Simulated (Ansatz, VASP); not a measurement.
NbAs: VASP beside Ansatz

File POSCAR:

```
NbAs
1.0
    0.0000000000      2.9645284153      2.9645284153
    2.9645284153      0.0000000000      2.9645284153
    2.9645284153      2.9645284153      0.0000000000
Nb As
1 1
Direct
    0.0000000000      0.0000000000      0.0000000000
    0.2500000000      0.2500000000      0.2500000000
```

File INCAR.step1:

```
PREC     = Accurate       # precision mode
ENCUT    = 550            # plane-wave cutoff, eV
ISMEAR   = 0              # smearing method
SIGMA    = 0.1            # smearing width, eV
LREAL    = F              # projectors in reciprocal space
LASPH    = T              # aspherical terms in the spheres
NELM     = 120            # most SCF steps
NBANDS   = 16             # bands
GGA      = PE             # functional
ALGO     = Normal         # electronic algorithm
EDIFF    = 1E-5           # SCF threshold, eV
LWAVE    = T              # write WAVECAR
LCHARG   = F              # write CHGCAR
GGA_COMPAT= F
```

Contents of INCAR.step2:

```
PREC     = Accurate       # precision mode
ENCUT    = 550            # plane-wave cutoff, eV
EDIFF    = 1E-6           # SCF threshold, eV
ISMEAR   = 0              # smearing method
SIGMA    = 0.1            # smearing width, eV
LREAL    = F              # projectors in reciprocal space
LASPH    = T              # aspherical terms in the spheres
NELM     = 120            # most SCF steps
ALGO     = Normal         # electronic algorithm
ISIF     = 2              # what is computed and relaxed
LWAVE    = F              # write WAVECAR
LCHARG   = F              # write CHGCAR
METAGGA  = R2SCAN         # meta-GGA
LMIXTAU  = T            
NBANDS   = 16             # bands
ISTART   = 1            
GGA_COMPAT= F
```

File KPOINTS:

```
regular mesh
0
Gamma
  12 12 12
```

Input for Ansatz:

```yaml
crystal:
  lattice:
    - [0.0, 2.9645284572, 2.9645284572]
    - [2.9645284572, 0.0, 2.9645284572]
    - [2.9645284572, 2.9645284572, 0.0]
  atoms:
    - { symbol: Nb, position: [0.0, 0.0, 0.0] }
    - { symbol: As, position: [0.25, 0.25, 0.25] }
basis:
  ecutwfc: 500
kpoints:
  mp_grid: { grid: [12, 12, 12] }
hamiltonian:
  xc: r2scan
scf:
  occupations: { method: gaussian, width: 0.1 }
  lower_state_search: "off"
output:
  forces: true
  stress: true
  eigenvalues: true
```

Alike in both runs: task single point; functional r2SCAN; k mesh 12 × 12 × 12; occupations gaussian, width 0.1 eV; no spin polarisation.

```csv
,VASP,Ansatz
version,VASP 6.6.1,Ansatz 0.2.0
potentials or method,"VASP PAW PBE potentials, release 64 (Nb_sv, As), cutoff 550 eV","scalar-relativistic, plane waves, PAW"
valence electrons in the cell,18,28
```

Ansatz gave:

```
gap on the k mesh at the Fermi level (eV) : none
pressure (GPa)                            : -6.2
```

**Question.** Estimate VASP's values.

**Answer.** gap on the k mesh at the Fermi level (eV): none; pressure (GPa): -6.3.

VASP's potentials were made for PBE, not for r2SCAN. A gap of «none» marks a metal or a gap that the smearing closes. VASP's potentials hold 18 valence electrons a cell and Ansatz's 28, so a difference there can come from the potentials and not from the codes.
